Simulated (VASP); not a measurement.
# PbS (P1) in VASP: single point with PBE

Aim: the single point of PbS with PBE.

Everything below comes from runs of VASP 6.6.1. Logs are shortened: lines on timing, memory, paths and dates and some standing lists are left out, and cuts for length are marked.

### Step 1. The cell of the first run

The typed cell holds 16 atoms: a = 9.994 Å, b = 9.994 Å, c = 5.998 Å, α = 90.00°, β = 90.00°, γ = 120.00°.

### Step 2. Single point, PBE

The input, INCAR:

```
SYSTEM = PbS
  PREC = Accurate
  ENCUT = 520
  EDIFF = 1E-6
  ISMEAR = -1
  SIGMA = 0.02
  LREAL = Auto
  LASPH = .True.
  NELM = 60
  ALGO = Normal
  ISIF = 2
  LWAVE = .False.
  LCHARG = .False.
  GGA = PE
  NBANDS = 94
```

The input, KPOINTS:

```
Automatic mesh
0
Gamma
  3 3 2
  0 0 0
```

The input, POSCAR:

```
PbS
1.0
    9.9940628279      0.0000000001      0.0000000000
   -4.9970314140      8.6551122960      0.0000000000
    0.0000000000      0.0000000000      5.9976977314
Pb S
8 8
Direct
    0.1699686883      0.3358753648     -0.0661437134
    0.3334309054      0.1662173697      0.4358370690
    0.1656940135      0.8330798901     -0.0653709169
    0.3319147366      0.6624930797      0.4356845105
    0.6698778869      0.3357654876     -0.0702047717
    0.8336853514      0.1736804733      0.4317835136
    0.6639280156      0.8320804807     -0.0585496328
    0.8374368995      0.6674622815      0.4358824197
    0.1540843873      0.3186361893      0.4400220081
    0.3315147526      0.1608711652      0.9373373337
    0.1815819077      0.8411722172      0.4339196666
    0.3344477918      0.6710266489      0.9269058310
    0.6543014307      0.3306046071      0.4546309471
    0.8320782468      0.1593550670      0.9308690184
    0.6688527797      0.8366622815      0.4494799706
    0.8323418487      0.6708772574      0.9435970690
```

Potentials or basis: VASP PAW PBE potentials, release 64 (Pb_d, S).

Run with:

```sh
cat potpaw_PBE.64/Pb_d/POTCAR potpaw_PBE.64/S/POTCAR > POTCAR
mpirun -np 1 vasp_std > vasp.out
```

OUTCAR:

```text
SYSTEM = PbS
   PREC = Accurate
   ENCUT = 520
   EDIFF = 1E-6
   ISMEAR = -1
   LREAL = Auto
   LASPH = .True.
   NELM = 60
   ISIF = 2
   GGA = PE

 ion  position               nearest neighbor table
   1  0.170  0.336  0.934-  12 2.90  10 2.91  14 2.93   9 2.97   9 3.04   4 4.11   4 4.13
   2  0.333  0.166  0.436-  13 2.78  11 2.82   9 2.87  10 2.99  10 3.01
   3  0.166  0.833  0.935-  10 2.84  12 2.86  16 2.89  11 3.00  11 3.01   8 4.13   8 4.14
   4  0.332  0.662  0.436-  11 2.85  15 2.92  12 2.95   9 2.98  12 3.05   1 4.11   7 4.13   1 4.13

   5  0.670  0.336  0.930-  13 2.85  16 2.90  10 2.93  14 2.93  13 3.15   6 4.11   8 4.13   6 4.13

   6  0.834  0.174  0.432-   9 2.78  13 2.92  15 2.92  14 3.00  14 3.01   5 4.11   5 4.13
   7  0.664  0.832  0.941-  14 2.83  16 2.85  12 2.85  15 2.95  15 3.05   4 4.13
   8  0.837  0.667  0.436-  13 2.92  15 2.92  16 2.95  11 2.98  16 3.05   5 4.13   3 4.13   3 4.14

   9  0.154  0.319  0.440-   6 2.78   2 2.87   1 2.97   4 2.98   1 3.04
  10  0.332  0.161  0.937-   3 2.84   1 2.91   5 2.93   2 2.99   2 3.01
  11  0.182  0.841  0.434-   2 2.82   4 2.85   8 2.98   3 3.00   3 3.01
  12  0.334  0.671  0.927-   7 2.85   3 2.86   1 2.90   4 2.95   4 3.05
  13  0.654  0.331  0.455-   2 2.78   5 2.85   6 2.92   8 2.92   5 3.15
  14  0.832  0.159  0.931-   7 2.83   1 2.93   5 2.93   6 3.00   6 3.01
  15  0.669  0.837  0.449-   4 2.92   6 2.92   8 2.92   7 2.95   7 3.05
  16  0.832  0.671  0.944-   7 2.85   3 2.89   5 2.90   8 2.95   8 3.05

  LATTYP: Found a hexagonal cell.
 ALAT       =     9.9940628279
 C/A-ratio  =     0.6001260783

  Lattice vectors:

 A1 = (   9.9940628279,   0.0000000001,   0.0000000000)
 A2 = (  -4.9970314140,   8.6551122960,   0.0000000000)
 A3 = (   0.0000000000,   0.0000000000,   5.9976977314)

Analysis of symmetry for initial positions (statically):
=====================================================================
 Subroutine PRICEL returns:
 Original cell was already a primitive cell.

 Routine SETGRP: Setting up the symmetry group for a
 hexagonal supercell.

 Subroutine GETGRP returns: Found  1 space group operations
 (whereof  1 operations were pure point group operations)
 out of a pool of 24 trial point group operations.

The static configuration has the point symmetry C_1 .

Analysis of symmetry for dynamics (positions and initial velocities):
=====================================================================
 Subroutine PRICEL returns:
 Original cell was already a primitive cell.

[... 126 lines left out ...]
   ISIF   =      2    stress and relaxation
   ISYM   =      2    0-nonsym 1-usesym 2-fastsym
   POTIM  = 0.5000    time-step for ionic-motion
   TEBEG  =    0.0;   TEEND  =   0.0 temperature during run
   PSTRESS=    0.0 pullay stress
   NELECT =     160.0000    total number of electrons
   NUPDOWN=      -1.0000    fix difference up-down
   EMIN   =  10.00;   EMAX   =-10.00  energy-range for DOS
   EFERMI =   0.00;   METHOD = LEGACY
   ISMEAR =    -1;   SIGMA  =   0.02  broadening in eV -4-tet -1-fermi 0-gaus
   EFERMI_NEDOS =   21; number of points for ismear=-14 and -15
   IALGO  =     38    algorithm
   IMIX   =      4    mixing-type and parameters
     AMIX     =   0.40;   BMIX     =  1.00
     AMIX_MAG =   1.60;   BMIX_MAG =  1.00
  volume/ion in A,a.u.               =      32.42       218.81
  Fermi-wavevector in a.u.,A,eV,Ry     =   1.106068  2.090165 16.645173  1.223386
  Thomas-Fermi vector in A             =   2.242563
   LORBIT       =      0    0 simple, 1 ext, 2 COOP (PROOUT), +10 PAW based schemes
   GGA     = PE    functional components
   LHFCALC =     F    Hartree Fock is set to
   AEXX    =    0.0000 exact exchange contribution
   IVDW    =     0    specifies the selected vdW correction
   LEPSILON=     F    determine dielectric tensor
   LRPA    =     F    only Hartree local field effects (RPA)
 non-spin polarized calculation
  energy-cutoff  :      520.00
  volume of cell :      518.80
 maximum number of plane-waves:     14010
 NGX is ok and might be reduce to    80
   NGX = 37   NGY = 37   NGZ = 23

 number of electron     160.0000004 magnetization

 Free energy of the ion-electron system (eV)
  ---------------------------------------------------
  ext. energy  EPLUGINS =         0.00000000
  ---------------------------------------------------
  free energy    TOTEN  =       -67.42769622 eV

  energy without entropy =      -67.42769622  energy(sigma->0) =      -67.42769622

 E-fermi :   4.2212     XC(G=0):  -8.3932

 val. band max:        3.7458409165   @ k =   0.3333   0.3333   0.5000
 cond. band min:       5.1177868815   @ k =   0.3333   0.3333   0.5000
 fundamental gap:      1.3719459650
 Fermi energy:         4.2211917391

 k-point     1 :       0.0000    0.0000    0.0000
  band No.  band energies     occupation
      1     -13.1444      2.00000
      2     -13.1055      2.00000
      3     -13.0981      2.00000
      4     -13.0941      2.00000
      5     -13.0895      2.00000
      6     -13.0850      2.00000
[... 939 lines left out ...]
     91       6.3790      0.00000
     92       6.3985      0.00000
 [bands above 92 left out]

------------------------ aborting loop because EDIFF is reached ----------------------------------------

  FORCE on cell =-STRESS in cart. coord.  units (eV):
  Direction    XX          YY          ZZ          XY          YZ          ZX
  --------------------------------------------------------------------------------------
  -------------------------------------------------------------------------------------
  Total        0.6379560      0.3105571     13.8180589      0.1656802     -0.0413721     -0.1215422
  in kB        1.9701621      0.9590754     42.6735000      0.5116605     -0.1277669     -0.3753517
  external PRESSURE =      15.2009125 kB  Pullay stress =       0.0000000 kB

 VOLUME and BASIS-vectors are now :
 -----------------------------------------------------------------------------
  energy-cutoff  :      520.00
  volume of cell :      518.80
      direct lattice vectors                 reciprocal lattice vectors
     9.994062828  0.000000000  0.000000000     0.100059407  0.057769326  0.000000000
    -4.997031414  8.655112296  0.000000000    -0.000000000  0.115538651  0.000000000
     0.000000000  0.000000000  5.997697731     0.000000000  0.000000000  0.166730643

 POSITION                                       TOTAL-FORCE (eV/Angst)
 -----------------------------------------------------------------------------------
      0.02030      2.90704      5.60099        -0.039293     -0.137597     -0.035264
      2.50174      1.43863      2.61402        -0.150369     -0.033730     -0.017673
     -2.50697      7.21040      5.60562         0.004718      0.004144     -0.001449
      0.00668      5.73395      2.61310         0.086361      0.036718      0.042982
      5.01697      2.90609      5.57663        -0.037978     -0.099190     -0.022773
      7.46402      1.50322      2.58971        -0.068157     -0.287429      0.031226
[... 8 lines left out ...]
      2.50373      7.24141      2.69584         0.105997     -0.071810     -0.119063
      4.96608      5.80652      5.65941         0.000753     -0.132613      0.035221
 -----------------------------------------------------------------------------------
    total drift:                               -0.004923     -0.003839     -0.018502

  FREE ENERGIE OF THE ION-ELECTRON SYSTEM (eV)
  ---------------------------------------------------
  free  energy   TOTEN  =       -67.4276962229 eV

  energy  without entropy=      -67.4276962229  energy(sigma->0) =      -67.42769622
```

OSZICAR:

```text
N       E                     dE             d eps       ncg     rms          rms(c)
DAV:   1     0.191626984582E+04    0.19163E+04   -0.71139E+04  1888   0.173E+03
DAV:   2     0.246357904009E+03   -0.16699E+04   -0.16232E+04  1904   0.475E+02
DAV:   3    -0.448203158530E+02   -0.29118E+03   -0.27743E+03  2384   0.226E+02
DAV:   4    -0.716056707497E+02   -0.26785E+02   -0.26388E+02  2384   0.645E+01
DAV:   5    -0.725724178374E+02   -0.96675E+00   -0.96392E+00  2352   0.124E+01    0.136E+01
DAV:   6    -0.673065630440E+02    0.52659E+01   -0.14681E+01  2696   0.128E+01    0.902E+00
DAV:   7    -0.673973783792E+02   -0.90815E-01   -0.32936E+00  2520   0.452E+00    0.516E+00
DAV:   8    -0.674588173015E+02   -0.61439E-01   -0.64380E-01  2480   0.397E+00    0.989E-01
DAV:   9    -0.674182910465E+02    0.40526E-01   -0.18639E-01  2464   0.177E+00    0.434E-01
DAV:  10    -0.674242725675E+02   -0.59815E-02   -0.17737E-02  2338   0.451E-01    0.255E-01
DAV:  11    -0.674273694830E+02   -0.30969E-02   -0.34227E-03  2120   0.217E-01    0.529E-02
DAV:  12    -0.674275493661E+02   -0.17988E-03   -0.29694E-04  2490   0.731E-02    0.296E-02
DAV:  13    -0.674276674613E+02   -0.11810E-03   -0.17743E-04  2112   0.560E-02    0.112E-02
DAV:  14    -0.674276846726E+02   -0.17211E-04   -0.19017E-05  1912   0.149E-02    0.651E-03
DAV:  15    -0.674276960773E+02   -0.11405E-04   -0.16578E-05  1600   0.107E-02    0.193E-03
DAV:  16    -0.674276962229E+02   -0.14556E-06   -0.68056E-07  1424   0.485E-03
   1 F= -.67427696E+02 E0= -.67427696E+02  d E =-.731188E-11
```

Wall time 8.4 min (1 thread of Intel Xeon 6975P-C (Granite Rapids), shared host); peak memory 0.78 GiB.

What came out:

```
Free energy            : -67.4277 eV
Pressure               : 1.5 GPa
Largest force          : 0.373 eV/Å
Band gap on the k mesh : 1.37 eV
```

Forces on the atoms (eV/Å):
```
Pb  -0.039 -0.138 -0.035
Pb  -0.150 -0.034 -0.018
Pb   0.005  0.004 -0.001
Pb   0.086  0.037  0.043
Pb  -0.038 -0.099 -0.023
Pb  -0.068 -0.287  0.031
Pb   0.036  0.047 -0.061
Pb  -0.124  0.070 -0.025
S   -0.007  0.186 -0.007
S    0.059  0.168  0.042
S    0.007 -0.234  0.023
S   -0.092 -0.068  0.086
S    0.136  0.338 -0.078
S    0.083  0.214  0.107
S    0.106 -0.072 -0.119
S    0.001 -0.133  0.035
```

Caveat: the k points lie up to 0.52 Å⁻¹ apart; the atoms stand as in a frame of molecular dynamics; the structure was generated, so it needn't be the stable form of PbS; spin-orbit coupling is left out, which moves the levels of the heavy elements. A k mesh can miss the band edges.
